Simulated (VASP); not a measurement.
A run of VASP 6.6.1 is set up as follows.

File INCAR:

```
PREC = Accurate ; ENCUT = 520
EDIFF = 1E-6 ; ISMEAR = -1
SIGMA = 0.1 ; LREAL = False
LASPH = True ; NELM = 60
ALGO = Normal ; ISIF = 2
LWAVE = False ; LCHARG = False
GGA = RE ; NBANDS = 10
```

The input KPOINTS:

```
Automatic mesh
0
Gamma
  8 8 8
```

File POSCAR:

```
K
1.0
    0.0000000000      3.4214544199      3.4214544199
    3.4214544199      0.0000000000      3.4214544199
    3.4214544199      3.4214544199      0.0000000000
K
1
Direct
    0.0000000000      0.0000000000      0.0000000000
```

Potentials or basis: VASP PAW PBE potentials, release 64 (K_sv).

Launch:

```sh
$ cat potpaw_PBE.64/K_sv/POTCAR > POTCAR
$ mpirun -np 1 vasp_std > vasp.out
```

(1) Estimate the band gap on the k mesh.

(2) Predict the pressure.

Answers

(1) zero (an odd number of electrons rules out a gap without spin polarisation).

(2) 0.0 GPa.

Caveat: the PAW data sets were made with another functional, which shifts forces and pressure a little.
